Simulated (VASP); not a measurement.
# AlGa2As3 (P-6m2) in VASP: further runs, part 2 of 2

VASP 6.6.1.

**4. Relaxation of cell and atoms, PBE**

Input file INCAR:

```
SYSTEM = AlGa2As3
PREC     = Accurate       ! precision mode
ENCUT    = 600            ! plane-wave cutoff, eV
EDIFF    = 1E-7           ! SCF threshold, eV
ISMEAR   = 0              ! smearing method
SIGMA    = 0.1            ! smearing width, eV
LREAL    = .False.        ! projectors in reciprocal space
LASPH    = .True.         ! aspherical terms in the spheres
NELM     = 80             ! most SCF steps
ALGO     = Normal         ! electronic algorithm
ISIF     = 3              ! what is computed and relaxed
LWAVE    = .False.        ! write WAVECAR
LCHARG   = .False.        ! write CHGCAR
GGA      = PE             ! functional
IBRION   = 2              ! ionic algorithm
NSW      = 90             ! ionic steps
EDIFFG   = -0.04          ! ionic threshold
```

Input file KPOINTS:

```
Automatic mesh
0
Gamma
  6 6 2
  0 0 0
```

Input file POSCAR:

```
AlGa2As3
1.0
    4.7185565500      0.0000000000      0.0000000000
   -2.3592782800      4.0863898400      0.0000000000
    0.0000000000      0.0000000000      7.7495722600
Al Ga As
1 2 3
Direct
    0.3333333300      0.6666666700      0.0000000000
    0.6666666700      0.3333333300      0.0000000000
    0.0000000000      0.0000000000      0.0000000000
    0.6666666700      0.3333333300      0.2187006300
    0.6666666700      0.3333333300      0.7812993700
    0.6666666700      0.3333333300      0.5000000000
```

Started as:

```sh
$ cat potpaw_PBE.64/Al/POTCAR potpaw_PBE.64/Ga_d/POTCAR potpaw_PBE.64/As/POTCAR > POTCAR
$ mpirun -np 1 vasp_std > vasp.out
```

Wall time 35 min (1 thread of Intel Xeon Platinum 8488C (Sapphire Rapids), shared host); peak memory 0.37 GiB.

The run converged. Its results:

```yaml
Free_energy: -19.6933 eV
Relaxed_volume: 31.51 Å³/atom
Relaxed_cell: a = 4.718 Å, b = 4.718 Å, c = 9.806 Å, α = 90.00°, β = 90.00°, γ = 120.00°
Space_group_after_relaxing_to_0.05_Å: P-6m2 (No. 187)
Energy_gained_by_relaxing: 2221.5 meV/atom
Ionic_steps: 41
Pressure_after_relaxing: 0.0 GPa
Largest_force_after_relaxing: 0.013 eV/Å
Band_gap_on_the_k_mesh: zero (band 22 reaches 2.70 eV, above the bottom of band 23 at 1.07 eV)
```

Forces in eV/Å, atoms in the order of the input:
```
Al   0.000  0.000  0.000
Ga   0.000  0.000  0.000
Ga   0.000  0.000  0.000
As   0.000  0.000 -0.013
As   0.000  0.000  0.013
As   0.000  0.000  0.000
```

The path:
| step | energy change (eV) | largest force (eV/Å) | pressure (GPa) | volume (Å³) |
| --- | --- | --- | --- | --- |
| 1 | 0.0000 | 25.4217 | 41.23 | 149.43 |
| 3 | -3.1275 | 25.1755 | 12.77 | 305.45 |
| 5 | -1.1017 | 2.9863 | -13.43 | 400.35 |
| 7 | -9.3793 | 4.1191 | -1.94 | 335.56 |
| 9 | -10.3917 | 5.1082 | 0.78 | 300.93 |
| 11 | -11.4284 | 3.7047 | 1.48 | 261.81 |
| 13 | -12.0142 | 0.0482 | -1.14 | 249.12 |
| 15 | -12.0486 | 0.2111 | -1.21 | 244.55 |
| 17 | -12.1945 | 0.1535 | 0.37 | 217.45 |
| 19 | -12.2355 | 0.2884 | 0.75 | 210.11 |
| 21 | -12.6276 | 1.4507 | 0.96 | 199.85 |
| 23 | -12.6423 | 2.8322 | 2.35 | 195.21 |
| 25 | -12.6748 | 3.1429 | 3.81 | 188.67 |
| 27 | -12.6940 | 2.8424 | 3.93 | 188.06 |
| 29 | -12.7411 | 2.7144 | 3.72 | 188.44 |
| 31 | -12.9256 | 2.1852 | 2.80 | 190.15 |
| 33 | -13.2721 | 0.6052 | -0.39 | 196.98 |
| 35 | -13.2771 | 0.4256 | -0.79 | 198.01 |
| 37 | -13.2926 | 0.3801 | -0.67 | 196.39 |
| 39 | -13.3277 | 0.1099 | 0.15 | 189.19 |
| 41 | -13.3292 | 0.0131 | 0.04 | 189.04 |

Final structure:
```
Al Ga As
1.0
     4.71812    0.00000    0.00000
    -2.35906    4.08601    0.00000
     0.00000    0.00000    9.80609
Al Ga As
1 2 3
Direct
  0.33333 0.66667 0.00000
  0.66667 0.33333 0.00000
  0.00000 0.00000 0.00000
  0.66667 0.33333 0.26288
  0.66667 0.33333 0.73712
  0.66667 0.33333 0.50000
```

Levels at points of the mesh, in eV from the Fermi level:
```csv
k point,band 19,band 20,band 21,band 22,band 23,band 24,band 25,band 26
"(0.00, 0.00, 0.00)",-0.41,-0.41,-0.11,-0.11,0.10,0.10,0.39,0.53
"(0.50, 0.00, 0.00)",-2.13,-1.89,-1.13,-0.25,1.22,2.07,2.14,2.19
"(0.00, 0.00, 0.50)",-1.12,-1.12,-0.25,-0.21,-0.21,0.48,1.20,1.20
"(0.50, 0.00, 0.50)",-1.42,-1.21,-0.68,-0.66,-0.33,0.41,1.53,2.47
```

Caveat: the k points lie up to 0.32 Å⁻¹ apart in the final cell; the volume moved by over 15 % at a fixed basis, so the end points are rough.

**5. Single point, PBE**

This run uses another cell than the first one, of 31.85 Å³/atom, 1.279 times its volume.

Input file INCAR:

```
PREC     = Accurate       # precision mode
ENCUT    = 520            # plane-wave cutoff, eV
EDIFF    = 1E-7           # SCF threshold, eV
ISMEAR   = 0              # smearing method
SIGMA    = 0.1            # smearing width, eV
LREAL    = F              # projectors in reciprocal space
LASPH    = T              # aspherical terms in the spheres
NELM     = 60             # most SCF steps
ALGO     = Normal         # electronic algorithm
ISIF     = 2              # what is computed and relaxed
LWAVE    = F              # write WAVECAR
LCHARG   = F              # write CHGCAR
GGA      = PE             # functional
NBANDS   = 31             # bands
```

Input file KPOINTS:

```
regular mesh
0
Gamma
  12 12 4
```

Input file POSCAR:

```
AlGa2As3
1.0
    4.7862349845      0.0000000000      0.0000000000
   -2.3931174922      4.1450010850      0.0000000000
    0.0000000000      0.0000000000      9.6310959301
Al Ga As
1 2 3
Direct
    0.3333333333      0.6666666667      0.0000000000
    0.6666666667      0.3333333333      0.0000000000
    0.0000000000      0.0000000000      0.0000000000
    0.6666666667      0.3333333333      0.2610306805
    0.6666666667      0.3333333333      0.7389693195
    0.6666666667      0.3333333333      0.5000000000
```

Started as:

```sh
$ cat potpaw_PBE.64/Al/POTCAR potpaw_PBE.64/Ga_d/POTCAR potpaw_PBE.64/As/POTCAR > POTCAR
$ mpirun -np 1 vasp_std > vasp.out
```

Run time: 4 min. Hardware: 1 thread of Intel Xeon Platinum 8488C (Sapphire Rapids), shared host; peak memory 0.47 GiB.

It converged, with:

* Free energy: -19.6705 eV
* Pressure: 0.1 GPa
* Largest force: 0.039 eV/Å
* Band gap on the k mesh: zero (band 22 reaches 2.61 eV, above the bottom of band 23 at 1.07 eV)

Forces on the atoms (eV/Å):
```
Al   0.000  0.000  0.000
Ga   0.000  0.000  0.000
Ga   0.000  0.000  0.000
As   0.000  0.000 -0.039
As   0.000  0.000  0.039
As   0.000  0.000  0.000
```

Stress tensor (GPa, compression positive):
```
0.03 0.00 0.00
0.00 0.03 0.00
0.00 0.00 0.25
```

Levels at points of the mesh, in eV from the Fermi level:
| k point | band 20 | band 21 | band 22 | band 23 | band 24 | band 25 |
| --- | --- | --- | --- | --- | --- | --- |
| (0.00, 0.00, 0.00) | -0.56 | -0.25 | -0.25 | -0.13 | -0.13 | 0.06 |
| (0.50, 0.00, 0.00) | -2.00 | -1.32 | -0.46 | 1.21 | 2.03 | 2.07 |
| (0.00, 0.00, 0.50) | -1.40 | -0.42 | -0.31 | -0.31 | 0.19 | 1.14 |
| (0.50, 0.00, 0.50) | -1.23 | -0.74 | -0.72 | -0.40 | 0.31 | 1.37 |

**6. Overview**

| task | cell | k mesh | cutoff (eV) | gap on the mesh (eV) | pressure (GPa) | largest force (eV/Å) |
| --- | --- | --- | --- | --- | --- | --- |
| single point | a = 4.719, b = 4.719, c = 7.750 Å, angles 90.0, 90.0, 120.0°, 6 atoms | 6 × 6 × 2 | 520 | none | 41.2 | 25.42 |
| single point | a = 4.718, b = 4.718, c = 9.803 Å, angles 90.0, 90.0, 120.0°, 6 atoms | 6 × 6 × 2 | 520 | none | 0.1 | 0.04 |
| relaxation of cell and atoms | relaxed from a = 4.719, b = 4.719, c = 7.750 Å, angles 90.0, 90.0, 120.0°, 6 atoms | 6 × 6 × 2 | 600 | none | 0.0 | 0.01 |
| single point | a = 4.786, b = 4.786, c = 9.631 Å, angles 90.0, 90.0, 120.0°, 6 atoms | 12 × 12 × 4 | 520 | none | 0.1 | 0.04 |

Alike in all rows: level PBE; potentials or basis VASP PAW PBE potentials, release 64 (Al, Ga_d, As); no spin polarisation; smearing gaussian 0.1 eV.

Caveats: some runs use coarse meshes; forces of over 1 eV/Å act on the atoms, so gaps and moduli don't describe the material at rest (some runs); the volume moved by over 15 % at a fixed basis, so the end points are rough (some runs).

Total energies depend on the potentials used, so only differences within one code and one set of settings carry meaning.
